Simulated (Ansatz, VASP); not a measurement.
One calculation of MgS, two programs

```xyz
2
Lattice="0.0000 2.8331 2.8331 2.8331 0.0000 2.8331 2.8331 2.8331 0.0000" Properties=species:S:1:pos:R:3 pbc="T T T"
Mg    0.0000    0.0000    0.0000
S     4.2497    4.2497    4.2497
```

Alike in both runs: task single point; functional PBE; k mesh 2 × 2 × 2; occupations gaussian, width 0.1 eV; no spin polarisation.

```csv
,VASP,Ansatz
version,VASP 6.6.1,Ansatz 0.2.0
potentials or method,"VASP PAW PBE potentials, release 64 (Mg, S), cutoff 600 eV","scalar-relativistic, plane waves, PAW"
valence electrons in the cell,8,16
```

Ansatz gave:

```
gap on the k mesh at the Fermi level (eV) : 3.37
least direct gap on the mesh (eV)         : 3.37
pressure (GPa)                            : 4.0
```

Task: Which values does VASP return?

Result: gap on the k mesh at the Fermi level (eV): 3.36; least direct gap on the mesh (eV): 3.36; pressure (GPa): 3.9.

VASP's potentials hold 8 valence electrons a cell and Ansatz's 16, so a difference there can come from the potentials and not from the codes.

The k mesh is coarse, so the values compare programs but aren't converged.
